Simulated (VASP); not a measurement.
Write the native input for VASP 6.6.1 that does the following.

- Task: relaxation of cell and atoms
- Functional: PBEsol
- Potentials or basis: VASP PAW PBE potentials, release 64 (Cu, Al)
- Cutoff: 600 eV
- k mesh: 9 × 9 × 9
- Occupations: fermi-dirac, width 0.05 eV
- Spin: no spin polarisation
- Dipole correction: no
- Further INCAR settings: ALGO = Normal; EDIFF = 1e-06; IBRION = 2; EDIFFG = -0.01; NSW = 60; ISIF = 3

The structure of Al2Cu lies in POSCAR:

```
Al2Cu
1.0
   -2.0303375000      2.0303375000      2.8510940000
    2.0303375000     -2.0303375000      2.8510940000
    2.0303375000      2.0303375000     -2.8510940000
Cu Al
1 2
Direct
    0.5000000000      0.5000000000      0.0000000000
    0.2500000000      0.7500000000      0.5000000000
    0.7500000000      0.2500000000      0.5000000000
```

These files were run (other wordings do the same):

INCAR

```
SYSTEM = Al2Cu
ALGO = Normal ; EDIFF = 1E-6
EDIFFG = -0.01 ; ENCUT = 600
GGA = PS ; IBRION = 2
ISIF = 3 ; ISMEAR = -1
LASPH = .True. ; LCHARG = .False.
LREAL = .False. ; LWAVE = .False.
NELM = 100 ; NSW = 60
PREC = Accurate ; SIGMA = 0.05
```

KPOINTS

```
k-points
0
Gamma
  9 9 9
  0 0 0
```

Potentials or basis: VASP PAW PBE potentials, release 64 (Cu, Al).

Command:

```sh
$ cat potpaw_PBE.64/Cu/POTCAR potpaw_PBE.64/Al/POTCAR > POTCAR
$ mpirun -np 1 vasp_std > vasp.out
```

Results of the run:

| Item | Value |
| --- | --- |
| Relaxed volume | 15.71 Å³/atom |
| Relaxed cell | a = 4.050 Å, b = 4.050 Å, c = 4.050 Å, α = 119.78°, β = 119.78°, γ = 90.38° |
| Space group after relaxing (to 0.05 Å) | I4/mmm (No. 139) |
| Energy gained by relaxing | 0.0 meV/atom |
| Ionic steps | 4 |
| Pressure after relaxing | 0.0 GPa |

Caveat: the PAW data sets were made with another functional, which shifts forces and pressure a little.

Run time: 45 s on 1 thread of Intel(R) Xeon(R) 6975P-C (Granite Rapids) (shared host), peak memory 0.21 GiB.
